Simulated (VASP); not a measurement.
Input of a VASP 6.6.1 run:

File INCAR:

```
PREC = Accurate ; ENCUT = 520
EDIFF = 1E-6 ; ISMEAR = 0
SIGMA = 0.15 ; LREAL = False
LASPH = True ; NELM = 80
ALGO = Fast ; ISIF = 2
LWAVE = False ; LCHARG = False
GGA = PE ; NBANDS = 13
```

KPOINTS

```
Automatic mesh
0
Gamma
  20 20 20
```

Contents of POSCAR:

```
Mo
1.0
   -1.5091234098      1.8251701972      1.4064082039
    1.5091234098     -1.8251701972      1.4064082039
    1.5091234098      1.8251701972     -1.4064082039
Mo
1
Direct
    0.0000000000      0.0000000000      0.0000000000
```

Potentials or basis: VASP PAW PBE potentials, release 64 (Mo_sv).

Run with:

```console
$ cat potpaw_PBE.64/Mo_sv/POTCAR > POTCAR
$ mpirun -np 1 vasp_std > vasp.out
```

**Question.** Predict the band gap on the k mesh.

**Answer.** Zero (band 7 reaches 16.47 eV, above the bottom of band 8 at 11.63 eV).

**Question.** What does it give for the pressure?

**Answer.** 9.4 GPa.

Stress tensor (GPa, compression positive):
```
12.34  0.00  0.00
 0.00 -4.39  0.00
 0.00  0.00 20.35
```

Caveat: the cell differs from its parent crystal (strain +e along x and -e along y -0.1000, strain +e along z and -e/2 along x and y -0.1100).
